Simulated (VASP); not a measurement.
**Hf12H (a cell with a defect): single point with LDA**

Crystal: Hf12H (a cell with a defect).

```
Hf H
1.0
     6.40000    0.00000    0.00000
    -4.80000    8.31384    0.00000
     0.00000    0.00000    5.06240
Hf H
12 1
Direct
  0.00098 0.00037 0.99954
  0.16610 0.21957 0.50553
  0.00681 0.32892 0.00923
  0.17543 0.55975 0.49774
  0.00287 0.67257 0.00698
  0.16910 0.89115 0.50539
  0.49725 0.99721 0.99409
  0.66400 0.21607 0.49250
  0.49108 0.32892 0.00239
  0.65982 0.55980 0.49121
  0.50082 0.66901 0.99452
  0.66571 0.88797 0.49967
  0.83315 0.44192 0.24797
```

```json
{
 "Program": "VASP 6.6.1",
 "Task": "single point",
 "Functional": "LDA",
 "Potentials or basis": "VASP PAW LDA potentials, release 64 (Hf_pv, H)",
 "Cutoff": "520 eV",
 "k mesh": "3 × 2 × 3",
 "Occupations": "fermi-dirac, width 0.05 eV",
 "Spin": "no spin polarisation",
 "Dipole correction": "no",
 "Further INCAR settings": "ALGO = Normal; EDIFF = 1e-06; NBANDS = 72"
}
```

```yaml
Pressure: -6.8 GPa
Largest_force: 0.037 eV/Å
```

Forces on the atoms (eV/Å):
```
Hf  -0.006  0.006 -0.004
Hf   0.008 -0.013 -0.004
Hf  -0.008 -0.007  0.004
Hf   0.013 -0.003 -0.014
Hf  -0.011 -0.012  0.005
Hf  -0.007 -0.001  0.013
Hf   0.015 -0.003 -0.014
Hf   0.009  0.000 -0.002
Hf   0.013 -0.003  0.006
Hf   0.001 -0.005 -0.019
Hf  -0.011  0.008  0.001
Hf  -0.003  0.004  0.011
H   -0.014  0.030  0.017
```

Stress tensor (GPa, compression positive):
```
-6.79  0.02  0.07
 0.02 -6.78  0.05
 0.07  0.05 -6.79
```

Levels at points of the mesh, in eV from the Fermi level:
```csv
k point,band 57,band 58,band 59,band 60,band 61,band 62,band 63,band 64
"(0.00, 0.00, 0.00)",-0.76,-0.64,0.12,0.44,0.56,0.57,0.72,0.74
"(0.00, 0.50, 0.00)",-0.43,-0.30,-0.21,0.00,0.15,0.46,0.52,0.66
```

Wall time 3.8 min on 1 thread of Intel Xeon 6975P-C, on a shared host, peak memory 0.35 GiB.

Caveat: the k points lie up to 0.41 Å⁻¹ apart; spin-orbit coupling is left out, which moves the levels of the heavy elements.
